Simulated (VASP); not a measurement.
# Cu (P6_3/mmc) in VASP: further runs

The runs below take Cu through relaxation of shape and atoms at fixed volume, single point, with PBEsol.

Program: VASP 6.6.1. These are calculated values, not measurements. Logs are shortened: lines on timing, memory, paths and dates and some standing lists are left out, and cuts for length are marked.

## (1) The cell of the first run

The structure is hexagonal, space group P6_3/mmc (No. 194). The conventional cell has a = 2.534 Å, b = 2.534 Å, c = 4.157 Å, α = 90.00°, β = 90.00°, γ = 120.00°. Within 3.3 Å of Cu (site symmetry -6m2) lie 12 Cu at 2.53 to 2.54 Å.

This isn't the form of Cu at room conditions, which is fcc.

## (2) Relaxation of shape and atoms at fixed volume, PBEsol (11.56 Å³/atom)

File INCAR:

```
ALGO = Normal
EDIFF = 1E-6
EDIFFG = -0.001
ENCUT = 600
GGA = PS
IBRION = 2
ISIF = 4
ISMEAR = -1
LASPH = T
LCHARG = F
LREAL = F
LWAVE = F
NELM = 100
NSW = 80
PREC = Accurate
SIGMA = 0.15
```

File KPOINTS:

```
k-points
0
Gamma
  18 18 10
```

File POSCAR:

```
Cu
1.0
    2.5340157984      0.0000000000      0.0000000000
   -1.2670078992      2.1945220550      0.0000000000
    0.0000000000      0.0000000000      4.1565097327
Cu
2
Direct
    0.3333333333      0.6666666667      0.2500000000
    0.6666666667      0.3333333333      0.7500000000
```

Potentials or basis: VASP PAW PBE potentials, release 64 (Cu).

The run is started by

```console
> cat potpaw_PBE.64/Cu/POTCAR > POTCAR
> mpirun -np 1 vasp_std > vasp.out
```

OUTCAR:

```text
EDIFF = 1E-6
   EDIFFG = -0.001
   ENCUT = 600
   GGA = PS
   IBRION = 2
   ISIF = 4
   ISMEAR = -1
   LASPH = T
   LREAL = F
   NELM = 100
   NSW = 80
   PREC = Accurate

 ion  position               nearest neighbor table
   1  0.333  0.667  0.250-   2 2.54   2 2.54   2 2.54   2 2.54   2 2.54   2 2.54
   2  0.667  0.333  0.750-   1 2.54   1 2.54   1 2.54   1 2.54   1 2.54   1 2.54

  LATTYP: Found a hexagonal cell.
 ALAT       =     2.5340157984
 C/A-ratio  =     1.6402856428

  Lattice vectors:

 A1 = (   2.5340157984,   0.0000000000,   0.0000000000)
 A2 = (  -1.2670078992,   2.1945220550,   0.0000000000)
 A3 = (   0.0000000000,   0.0000000000,   4.1565097327)

Analysis of symmetry for initial positions (statically):
=====================================================================
 Subroutine PRICEL returns:
 Original cell was already a primitive cell.

 Routine SETGRP: Setting up the symmetry group for a
 hexagonal supercell.

 Subroutine GETGRP returns: Found 24 space group operations
 (whereof 12 operations were pure point group operations)
 out of a pool of 24 trial point group operations.

The static configuration has the point symmetry D_3d.
 The point group associated with its full space group is D_6h.

Analysis of symmetry for dynamics (positions and initial velocities):
=====================================================================
 Subroutine PRICEL returns:
 Original cell was already a primitive cell.

 Routine SETGRP: Setting up the symmetry group for a
 hexagonal supercell.

 Subroutine GETGRP returns: Found 24 space group operations
 (whereof 12 operations were pure point group operations)
 out of a pool of 24 trial point group operations.

The dynamic configuration has the point symmetry D_3d.
 The point group associated with its full space group is D_6h.

 Subroutine INISYM returns: Found 24 space group operations
 (whereof 12 operations are pure point group operations),
 and found     1 'primitive' translations

----------------------------------------------------------------------------------------

                                     Primitive cell

  volume of cell :      23.1142

  direct lattice vectors                    reciprocal lattice vectors
     2.534015798  0.000000000  0.000000000     0.394630531  0.227840043  0.000000000
    -1.267007899  2.194522055  0.000000000     0.000000000  0.455680087  0.000000000
[... 94 lines left out ...]
   TEBEG  =    0.0;   TEEND  =   0.0 temperature during run
   PSTRESS=    0.0 pullay stress
   NELECT =      22.0000    total number of electrons
   NUPDOWN=      -1.0000    fix difference up-down
   EMIN   =  10.00;   EMAX   =-10.00  energy-range for DOS
   EFERMI =   0.00;   METHOD = LEGACY
   ISMEAR =    -1;   SIGMA  =   0.15  broadening in eV -4-tet -1-fermi 0-gaus
   EFERMI_NEDOS =   21; number of points for ismear=-14 and -15
   IALGO  =     38    algorithm
   IMIX   =      4    mixing-type and parameters
     AMIX     =   0.40;   BMIX     =  1.00
     AMIX_MAG =   1.60;   BMIX_MAG =  1.00
  volume/ion in A,a.u.               =      11.56        77.99
  Fermi-wavevector in a.u.,A,eV,Ry     =   1.610360  3.043140 35.283445  2.593260
  Thomas-Fermi vector in A             =   2.705923
   LORBIT       =      0    0 simple, 1 ext, 2 COOP (PROOUT), +10 PAW based schemes
   GGA     = PS    functional components
   LHFCALC =     F    Hartree Fock is set to
   AEXX    =    0.0000 exact exchange contribution
   IVDW    =     0    specifies the selected vdW correction
   LEPSILON=     F    determine dielectric tensor
   LRPA    =     F    only Hartree local field effects (RPA)
 conjugate gradient relaxation of ions
 non-spin polarized calculation
  energy-cutoff  :      600.00
  volume of cell :       23.11
 maximum number of plane-waves:       784
   NGX = 11   NGY = 11   NGZ = 17

 number of electron      22.0000001 magnetization

 Free energy of the ion-electron system (eV)
  ---------------------------------------------------
  ext. energy  EPLUGINS =         0.00000000
  ---------------------------------------------------
  free energy    TOTEN  =        -8.62022282 eV

  energy without entropy =       -8.57076630  energy(sigma->0) =       -8.59549456

 E-fermi :   7.6437     XC(G=0): -13.0350

 val. band max:        7.6339430497   @ k =   0.0556   0.0556   0.0000
 cond. band min:       7.6448245132   @ k =   0.3333   0.1667   0.3000
 fundamental gap:      0.0108814635
 Fermi energy:         7.6436608348

 k-point     1 :       0.0000    0.0000    0.0000
  band No.  band energies     occupation
      1      -1.8849      2.00000
      2       2.4398      2.00000
      3       4.5525      2.00000
      4       4.6318      2.00000
      5       4.6318      2.00000
      6       4.8438      2.00000
      7       4.8438      2.00000
      8       5.1568      2.00000
      9       5.1568      2.00000
     10       5.9176      1.99998
     11       5.9176      1.99998
     12       6.5287      1.99882
     13      11.4518      0.00000
     14      29.2470      0.00000
[... 401 lines left out ...]
      2       3.1593      2.00000
      3       3.2937      2.00000
      4       4.2601      2.00000
      5       4.5062      2.00000
      6       4.6586      2.00000
      7       4.8727      2.00000
      8       5.8883      1.99998
      9       6.0065      1.99996
     10       6.0200      1.99996
     11       7.4060      1.65958
     12      10.5328      0.00000
     13      15.1342      0.00000
     14      15.5630      0.00000
     15      18.3808      0.00000

 [... further k-points ...]

------------------------ aborting loop because EDIFF is reached ----------------------------------------

  FORCE on cell =-STRESS in cart. coord.  units (eV):
  Direction    XX          YY          ZZ          XY          YZ          ZX
  --------------------------------------------------------------------------------------
  -------------------------------------------------------------------------------------
  Total       -0.3422037     -0.3422037     -0.3446898      0.0000000      0.0000000      0.0000000
  in kB      -23.7201381    -23.7201381    -23.8924617      0.0000000      0.0000000      0.0000000
  external PRESSURE =     -23.7775793 kB  Pullay stress =       0.0000000 kB

 VOLUME and BASIS-vectors are now :
 -----------------------------------------------------------------------------
  energy-cutoff  :      600.00
  volume of cell :       23.11
      direct lattice vectors                 reciprocal lattice vectors
     2.534015798  0.000000000  0.000000000     0.394630531  0.227840043  0.000000000
    -1.267007899  2.194522055  0.000000000     0.000000000  0.455680087  0.000000000
     0.000000000  0.000000000  4.156509733     0.000000000  0.000000000  0.240586469

 POSITION                                       TOTAL-FORCE (eV/Angst)
 -----------------------------------------------------------------------------------
     -0.00000      1.46301      1.03913         0.000000     -0.000000      0.000000
      1.26701      0.73151      3.11738        -0.000000      0.000000      0.000000
 -----------------------------------------------------------------------------------
    total drift:                               -0.000000      0.000000     -0.000000

  FREE ENERGIE OF THE ION-ELECTRON SYSTEM (eV)
  ---------------------------------------------------
  free  energy   TOTEN  =        -8.6202228232 eV

  energy  without entropy=       -8.5707663015  energy(sigma->0) =       -8.59549456

 reached required accuracy - stopping structural energy minimisation
```

OSZICAR:

```text
N       E                     dE             d eps       ncg     rms          rms(c)
DAV:   1     0.125022017073E+03    0.12502E+03   -0.11769E+04  6948   0.294E+03
DAV:   2    -0.624149459161E+01   -0.13126E+03   -0.12686E+03  6660   0.333E+02
DAV:   3    -0.107916637311E+02   -0.45502E+01   -0.43950E+01  8226   0.962E+01
DAV:   4    -0.108237455534E+02   -0.32082E-01   -0.32076E-01  8140   0.801E+00
DAV:   5    -0.108241182510E+02   -0.37270E-03   -0.37269E-03  9107   0.723E-01    0.119E+01
DAV:   6    -0.951366570345E+01    0.13105E+01   -0.18708E+01  6933   0.130E+02    0.611E+00
DAV:   7    -0.864694721017E+01    0.86672E+00   -0.33975E+00  7067   0.523E+01    0.743E-01
DAV:   8    -0.862522663497E+01    0.21721E-01   -0.24642E-02  9088   0.267E+00    0.527E-01
DAV:   9    -0.862018979953E+01    0.50368E-02   -0.10758E-02  8185   0.304E+00    0.299E-02
DAV:  10    -0.862022042667E+01   -0.30627E-04   -0.22217E-04 10078   0.259E-01    0.491E-03
DAV:  11    -0.862022303811E+01   -0.26114E-05   -0.19993E-06  6524   0.350E-02    0.296E-03
DAV:  12    -0.862022282317E+01    0.21494E-06   -0.76809E-07  4656   0.238E-02
   1 F= -.86202228E+01 E0= -.85954946E+01  d E =-.862022E+01
```

Run time: 69 s. Hardware: 1 thread of Intel Xeon 8259CL, shared host; peak memory 0.2 GiB.

Results:

```
Free energy             : -8.6202 eV
Pressure after relaxing : -2.4 GPa
Band gap on the k mesh  : zero (bands 11 and 12 overlap by 6.07 eV)
```

Final structure:
```xyz
2
Lattice="2.5340 0.0000 0.0000 -1.2670 2.1945 0.0000 0.0000 0.0000 4.1565" Properties=species:S:1:pos:R:3 pbc="T T T"
Cu    0.0000    1.4630    1.0391
Cu    1.2670    0.7315    3.1174
```

Caveat: the PAW data sets were made with another functional, which shifts forces and pressure a little.

## (3) Single point, PBEsol (strain along c alone, the other axes held: -6.0 %)

File INCAR:

```
PREC     = Accurate       # precision mode
ENCUT    = 520            # plane-wave cutoff, eV
EDIFF    = 1E-6           # SCF threshold, eV
ISMEAR   = 0              # smearing method
SIGMA    = 0.1            # smearing width, eV
LREAL    = False          # projectors in reciprocal space
LASPH    = True           # aspherical terms in the spheres
NELM     = 60             # most SCF steps
ALGO     = Fast           # electronic algorithm
ISIF     = 2              # what is computed and relaxed
LWAVE    = False          # write WAVECAR
LCHARG   = False          # write CHGCAR
GGA      = PS             # functional
NBANDS   = 18             # bands
```

File KPOINTS:

```
Automatic mesh
0
Gamma
  24 24 12
```

File POSCAR:

```
Cu
1.0
    2.5205910253      0.0000000000      0.0000000000
   -1.2602955127      2.1828958605      0.0000000000
    0.0000000000      0.0000000000      3.8695318708
Cu
2
Direct
    0.3333333333      0.6666666667      0.2500000000
    0.6666666667      0.3333333333      0.7500000000
```

Potentials or basis: VASP PAW PBE potentials, release 64 (Cu).

The run is started by

```console
> cat potpaw_PBE.64/Cu/POTCAR > POTCAR
> mpirun -np 1 vasp_std > vasp.out
```

Wall time 4.7 min (1 thread of Intel Xeon 8259CL, shared host); peak memory 0.24 GiB.

Results (log left out):

```yaml
Free_energy: -8.5011 eV
Pressure: 15.1 GPa
Band_gap_on_the_k_mesh: zero (bands 11 and 12 overlap by 6.05 eV)
```

Stress tensor (GPa, compression positive):
```
 9.90  0.00  0.00
 0.00  9.90  0.00
 0.00  0.00 25.38
```

Levels at points of the mesh, in eV from the Fermi level:
```tsv
k point	band 8	band 9	band 10	band 11	band 12	band 13	band 14	band 15
(0.00, 0.00, 0.00)	-2.93	-2.93	-1.85	-1.85	-0.70	5.21	21.30	21.89
(0.50, 0.00, 0.00)	-1.88	-1.71	-1.61	-0.17	1.50	8.56	9.26	11.67
(0.00, 0.00, 0.50)	-3.45	-2.10	-2.10	-2.10	-2.10	15.02	15.02	22.09
(0.50, 0.00, 0.50)	-2.12	-1.77	-1.77	0.28	0.28	5.25	5.25	16.46
```

Caveat: the cell differs from its parent crystal (strain along c alone, the other axes held: -6.0 %); the stress differs along the axes, from 10 to 25 GPa; the PAW data sets were made with another functional, which shifts forces and pressure a little.

## (4) Single point, PBEsol (strain along c alone, the other axes held: -4.0 %)

File INCAR:

```
PREC = Accurate
ENCUT = 520
EDIFF = 1E-6
ISMEAR = 0
SIGMA = 0.1
LREAL = F
LASPH = T
NELM = 100
ALGO = Fast
ISIF = 2
LWAVE = F
LCHARG = F
GGA = PS
NBANDS = 18
```

File KPOINTS:

```
regular mesh
0
Gamma
  24 24 12
```

POSCAR: that of step 3 with these lines changed.

```diff
@@ -4,3 +4,3 @@
    -1.2602955127      2.1828958605      0.0000000000
-    0.0000000000      0.0000000000      3.8695318708
+    0.0000000000      0.0000000000      3.9518623362
 Cu
```

The run is started by

```console
> cat potpaw_PBE.64/Cu/POTCAR > POTCAR
> mpirun -np 1 vasp_std > vasp.out
```

Wall time 4.6 min (1 thread of Intel Xeon 8259CL, shared host); peak memory 0.24 GiB.

The run converged. Its results:

| Property | Result |
| --- | --- |
| Free energy | -8.5566 eV |
| Pressure | 8.8 GPa |
| Band gap on the k mesh | zero (bands 11 and 12 overlap by 6.08 eV) |

Stress tensor (GPa, compression positive):
```
 5.44  0.00  0.00
 0.00  5.44  0.00
 0.00  0.00 15.39
```

Levels at points of the mesh, in eV from the Fermi level:
| k point | band 7 | band 8 | band 9 | band 10 | band 11 | band 12 | band 13 | band 14 | band 15 | band 16 |
| --- | --- | --- | --- | --- | --- | --- | --- | --- | --- | --- |
| (0.00, 0.00, 0.00) | -2.96 | -2.79 | -2.79 | -1.82 | -1.82 | -0.87 | 4.77 | 21.44 | 22.05 | 22.05 |
| (0.50, 0.00, 0.00) | -2.86 | -1.79 | -1.65 | -1.60 | -0.11 | 1.55 | 8.33 | 8.94 | 11.41 | 12.13 |
| (0.00, 0.00, 0.50) | -3.33 | -3.33 | -2.06 | -2.06 | -2.06 | -2.06 | 14.24 | 14.24 | 22.20 | 22.20 |
| (0.50, 0.00, 0.50) | -2.05 | -2.05 | -1.70 | -1.70 | 0.33 | 0.33 | 5.18 | 5.18 | 16.47 | 16.47 |

Caveat: the cell differs from its parent crystal (strain along c alone, the other axes held: -4.0 %); the stress differs along the axes, from 5 to 15 GPa; the PAW data sets were made with another functional, which shifts forces and pressure a little.

## (5) Single point, PBEsol (strain along c alone, the other axes held: -2.0 %)

File INCAR:

```
PREC = Accurate
ENCUT = 520
EDIFF = 1E-6
ISMEAR = 0
SIGMA = 0.1
LREAL = False
LASPH = True
NELM = 80
ALGO = Fast
ISIF = 2
LWAVE = False
LCHARG = True
GGA = PS
LELF = True
LVHAR = True
NBANDS = 18
```

KPOINTS is that of step 4.

POSCAR: that of step 4 with these lines changed.

```diff
@@ -4,3 +4,3 @@
    -1.2602955127      2.1828958605      0.0000000000
-    0.0000000000      0.0000000000      3.9518623362
+    0.0000000000      0.0000000000      4.0341928015
 Cu
```

The run is started by

```console
> cat potpaw_PBE.64/Cu/POTCAR > POTCAR
> mpirun -np 1 vasp_std > vasp.out
```

Wall time 4.8 min (1 thread of Intel Xeon 8259CL, shared host); peak memory 0.25 GiB.

The run converged. Its results:

| Item | Value |
| --- | --- |
| Free energy | -8.5891 eV |
| Pressure | 4.5 GPa |
| Band gap on the k mesh | zero (bands 11 and 12 overlap by 6.10 eV) |

Stress tensor (GPa, compression positive):
```
2.78 0.00 0.00
0.00 2.78 0.00
0.00 0.00 7.82
```

Levels at points of the mesh, in eV from the Fermi level:
| k point | band 7 | band 8 | band 9 | band 10 | band 11 | band 12 | band 13 | band 14 | band 15 | band 16 |
| --- | --- | --- | --- | --- | --- | --- | --- | --- | --- | --- |
| (0.00, 0.00, 0.00) | -2.90 | -2.66 | -2.66 | -1.77 | -1.77 | -1.01 | 4.37 | 21.58 | 22.21 | 22.21 |
| (0.50, 0.00, 0.00) | -2.83 | -1.71 | -1.59 | -1.59 | -0.04 | 1.61 | 8.13 | 8.65 | 11.17 | 11.76 |
| (0.00, 0.00, 0.50) | -3.21 | -3.21 | -2.02 | -2.02 | -2.02 | -2.02 | 13.50 | 13.50 | 22.31 | 22.31 |
| (0.50, 0.00, 0.50) | -1.99 | -1.99 | -1.63 | -1.63 | 0.39 | 0.39 | 5.13 | 5.13 | 16.50 | 16.50 |

Caveat: the cell differs from its parent crystal (strain along c alone, the other axes held: -2.0 %); the stress differs along the axes, from 3 to 8 GPa; the PAW data sets were made with another functional, which shifts forces and pressure a little.

## (6) The runs side by side

```csv
task,cell,k mesh,cutoff (eV),smearing,gap on the mesh (eV),pressure (GPa)
relaxation of shape and atoms at fixed volume,"relaxed from a = 2.534, b = 2.534, c = 4.157 Å, angles 90.0, 90.0, 120.0°, 2 atoms",18 × 18 × 10,600,fermi-dirac 0.15 eV,none,-2.4
single point,"a = 2.521, b = 2.521, c = 3.870 Å, angles 90.0, 90.0, 120.0°, 2 atoms",24 × 24 × 12,520,gaussian 0.1 eV,none,15.1
single point,"a = 2.521, b = 2.521, c = 3.952 Å, angles 90.0, 90.0, 120.0°, 2 atoms",24 × 24 × 12,520,gaussian 0.1 eV,none,8.8
single point,"a = 2.521, b = 2.521, c = 4.034 Å, angles 90.0, 90.0, 120.0°, 2 atoms",24 × 24 × 12,520,gaussian 0.1 eV,none,4.5
```

Alike in all rows: level PBEsol; potentials or basis VASP PAW PBE potentials, release 64 (Cu); no spin polarisation.

Caveats: the PAW data sets were made with another functional, which shifts forces and pressure a little; the stress differs along the axes, from 10 to 25 GPa (at least some runs); the stress differs along the axes, from 5 to 15 GPa (at least some runs); the stress differs along the axes, from 3 to 8 GPa (at least some runs).

Absolute energies hang on the potentials; compare differences alone.
